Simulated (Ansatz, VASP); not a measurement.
Two plane-wave programs on GdMn

```xyz
2
Lattice="3.6127 0.0000 0.0000 0.0000 3.6127 0.0000 0.0000 0.0000 3.6127" Properties=species:S:1:pos:R:3 pbc="T T T"
Gd    0.0000    0.0000    0.0000
Mn    1.8064    1.8064    1.8064
```

Alike in both runs: task single point; functional r2SCAN; k mesh 10 × 10 × 10; occupations gaussian, width 0.05 eV; collinear spin.

|  | VASP | Ansatz |
| --- | --- | --- |
| version | VASP 6.6.1 | Ansatz 0.2.0 |
| potentials or method | VASP PAW PBE potentials, release 64 (Gd, Mn_pv), cutoff 520 eV | scalar-relativistic, plane waves, PAW |
| valence electrons in the cell | 31 | 33 |

Ansatz gave:

```
gap on the k mesh at the Fermi level (eV)                     : none
pressure (GPa)                                                : 1.0
net moment per atom (μB)                                      : 1.83
size of the moment on the site where the two differ most (μB) : 7.38
```

Which values does VASP return?

gap on the k mesh at the Fermi level (eV): none; pressure (GPa): 1.0; net moment per atom (μB): 1.83; size of the moment on the site where the two differ most (μB): 7.06.

VASP's potentials were made for PBE, not for r2SCAN. Site moments also hang on the region over which each program counts them. A gap of «none» marks a metal or a gap that the smearing closes. With one functional, cell and mesh, what is left measures potentials, basis and numerics. VASP's potentials hold 31 valence electrons a cell and Ansatz's 33, so a difference there can come from the potentials and not from the codes. Ansatz's warnings: given moment on shells, stability check not made.

Spin-orbit coupling is off throughout.
